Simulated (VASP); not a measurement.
Runs of VASP 6.6.1 on SnSe. The structure is that of space group P4/nmm (No. 129), or close to it. The cells are those of the table. 

```tsv
cell	gap on the mesh (eV)	largest force (eV/Å)
a = 4.328, b = 4.328, c = 10.991 Å, 4 atoms	1.45	0.27
a = 4.350, b = 4.350, c = 10.991 Å, 4 atoms	1.45	0.30
a = 4.242, b = 4.242, c = 10.991 Å, 4 atoms	1.41	0.16
a = 4.371, b = 4.371, c = 10.991 Å, 4 atoms	1.44	0.33
a = 4.360, b = 4.360, c = 10.991 Å, 4 atoms	1.44	0.31
a = 4.200, b = 4.200, c = 10.991 Å, 4 atoms	1.30	0.11
a = 4.221, b = 4.221, c = 10.991 Å, 4 atoms	(a)	0.14
a = 4.307, b = 4.307, c = 10.991 Å, 4 atoms	1.45	0.25
a = 4.264, b = 4.264, c = 10.991 Å, 4 atoms	1.46	0.19
```

Alike in all rows: task single point; level LDA; potentials or basis VASP PAW LDA potentials, release 64 (Sn_d, Se); no spin polarisation; k mesh 6 × 6 × 4; cutoff (eV) 520; smearing gaussian 0.05 eV.

**Question.** Estimate the missing entries.

**Answer.** (a) 1.36.

Caveats: spin-orbit coupling is left out, which moves the levels of the heavy elements.

A k mesh can miss the band edges, and the runs leave out spin-orbit coupling on Se, Sn.
